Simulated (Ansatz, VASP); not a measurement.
## LiCl: VASP beside Ansatz

File INCAR:

```
ALGO = Normal
EDIFF = 1E-7
ENCUT = 520
ISIF = 2
ISMEAR = 0
LASPH = True
LCHARG = False
LREAL = False
LWAVE = False
NBANDS = 12
NELM = 100
PREC = Accurate
SIGMA = 0.05
```

The input KPOINTS:

```
k-points
0
Gamma
  8 8 8
```

POSCAR

```
LiCl
1.0
    0.0000000000      2.6929980000      2.6929980000
    2.6929980000      0.0000000000      2.6929980000
    2.6929980000      2.6929980000      0.0000000000
Li Cl
1 1
Direct
    0.0000000000      0.0000000000      0.0000000000
    0.5000000000      0.5000000000      0.5000000000
```

Input for Ansatz:

```yaml
crystal:
  lattice:
    - [0.0, 2.692998, 2.692998]
    - [2.692998, 0.0, 2.692998]
    - [2.692998, 2.692998, 0.0]
  atoms:
    - { symbol: Li, position: [0.0, 0.0, 0.0] }
    - { symbol: Cl, position: [0.5, 0.5, 0.5] }
basis:
  ecutwfc: 420
kpoints:
  mp_grid: { grid: [8, 8, 8] }
hamiltonian:
  xc: lda
scf:
  occupations: { method: gaussian, width: 0.05 }
output:
  forces: true
  stress: true
  eigenvalues: true
```

Change from the starting cell: strain +0.050 along x and y, +0.050 along z, atoms carried along.

Alike in both runs: task single point; functional LDA; k mesh 8 × 8 × 8; occupations gaussian, width 0.05 eV; no spin polarisation.

|  | VASP | Ansatz |
| --- | --- | --- |
| version | VASP 6.6.1 | Ansatz 0.2.0 |
| potentials or method | VASP PAW LDA potentials, release 64 (Li_sv, Cl), cutoff 520 eV | scalar-relativistic, plane waves, PAW |
| valence electrons in the cell | 10 | 10 |

```csv
,VASP,Ansatz,Ansatz less VASP
gap on the k mesh at the Fermi level (eV),5.25,5.24,-0.016
least direct gap on the mesh (eV),5.25,5.24,-0.016
```

LDA's correlation is that of Perdew and Zunger in VASP and of Perdew and Wang (1992) in Ansatz.

Noted on VASP's run: the cutoff is short for stress, so the pressure is rough.
